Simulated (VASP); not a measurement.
Input of a VASP 6.6.1 run:

The input INCAR:

```
  PREC = Accurate
  ENCUT = 520
  EDIFF = 1E-7
  ISMEAR = -1
  SIGMA = 0.05
  LREAL = False
  LASPH = True
  NELM = 100
  ALGO = Normal
  ISIF = 2
  LWAVE = False
  LCHARG = False
  GGA = PE
  IVDW = 12
  NBANDS = 16
```

The input KPOINTS:

```
Automatic mesh
0
Gamma
  8 8 8
```

The input POSCAR:

```
CdSe
1.0
    0.0000000000      2.8268949960      2.8268949960
    2.8268949960      0.0000000000      2.8268949960
    2.8268949960      2.8268949960      0.0000000000
Cd Se
1 1
Direct
    0.0000000000      0.0000000000      0.0000000000
    0.5000000000      0.5000000000      0.5000000000
```

Potentials or basis: VASP PAW PBE potentials, release 64 (Cd, Se).

Command:

```console
$ cat potpaw_PBE.64/Cd/POTCAR potpaw_PBE.64/Se/POTCAR > POTCAR
$ mpirun -np 1 vasp_std > vasp.out
```

Task: Estimate the band gap on the k mesh.

Result: Zero (band 9 reaches 2.70 eV, above the bottom of band 10 at 2.25 eV).

Task: Estimate the pressure.

Result: 0.4 GPa.

Task: Predict the dispersion energy per atom.

Result: -0.408 eV.

Caveat: pairwise dispersion overbinds metals, which lowers pressure and volume.
